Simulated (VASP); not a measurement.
GaN: relaxation of cell and atoms with PBE

GaN:

```
Ga N
1.0
     2.23495    0.00000    0.00000
    -1.11748    1.93553    0.00000
     0.00000    0.00000    5.62555
Ga N
1 1
Direct
  0.00000 0.00000 0.50000
  0.00000 0.00000 0.00000
```

The cell was built from a structure type or drawn by symmetry, and may not be a known phase.

- Program: VASP 6.6.1
- Task: relaxation of cell and atoms
- Functional: PBE
- Potentials or basis: VASP PAW PBE potentials, release 64 (Ga_d, N)
- Cutoff: 600 eV
- k mesh: 12 × 12 × 4
- Occupations: gaussian, width 0.1 eV
- Spin: no spin polarisation
- Dipole correction: no
- Further INCAR settings: ALGO = Normal; EDIFF = 1e-06; IBRION = 2; EDIFFG = -0.04; NSW = 90; ISIF = 3

| Quantity | Value |
| --- | --- |
| Relaxed volume | 12.17 Å³/atom |
| Relaxed cell | a = 2.624 Å, b = 2.624 Å, c = 4.084 Å, α = 90.00°, β = 90.00°, γ = 120.00° |
| Space group after relaxing (to 0.1 Å) | P6/mmm (No. 191) |
| Energy gained by relaxing | 1178.1 meV/atom |
| Ionic steps | 10 |
| Pressure after relaxing | -0.2 GPa |
| Band gap on the k mesh | zero (bands 9 and 10 overlap by 2.56 eV) |

Stress tensor (GPa, compression positive):
```
-0.32  0.00  0.00
 0.00 -0.32  0.00
 0.00  0.00 -0.04
```

Step by step:
```
step  energy change (eV)  largest force (eV/Å)  pressure (GPa)  volume (Å³)
   1              0.0000                0.0000           25.30        24.34
   2             -1.5792                0.0000          -15.93        30.81
   3             -1.5736                0.0000          -15.35        30.54
   4             -2.3072                0.0000           -7.43        26.01
   5             -2.3442                0.0000           -1.95        25.08
   6             -2.3443                0.0000           -2.91        25.19
   7             -2.3553                0.0000           -1.15        24.56
   8             -2.3555                0.0000           -0.88        24.48
   9             -2.3556                0.0000            0.88        24.23
  10             -2.3562                0.0000           -0.23        24.35
```

Final structure:
```xyz
2
Lattice="2.6237 0.0000 0.0000 -1.3119 2.2722 0.0000 0.0000 0.0000 4.0844" Properties=species:S:1:pos:R:3 pbc="T T T"
Ga    0.0000    0.0000    2.0422
N     0.0000    0.0000    0.0000
```

Levels at points of the mesh, in eV from the Fermi level:
| k point | band 7 | band 8 | band 9 | band 10 | band 11 | band 12 |
| --- | --- | --- | --- | --- | --- | --- |
| (0.00, 0.00, 0.00) | -6.66 | -5.66 | 1.53 | 1.53 | 9.12 | 14.50 |
| (0.50, 0.00, 0.00) | -5.34 | -3.23 | 0.20 | 0.31 | 0.36 | 8.94 |
| (0.00, 0.00, 0.50) | -10.74 | 1.05 | 1.66 | 1.66 | 4.74 | 15.61 |
| (0.50, 0.00, 0.50) | -4.86 | -3.86 | -2.50 | 0.57 | 4.40 | 9.96 |

Run time: 120 s on 1 thread of AMD EPYC 9R14 (Zen 4), with other jobs on the host, peak memory 0.13 GiB.

Caveat: a cell axis changed by over 15 % at a fixed basis, so the end point is rough.
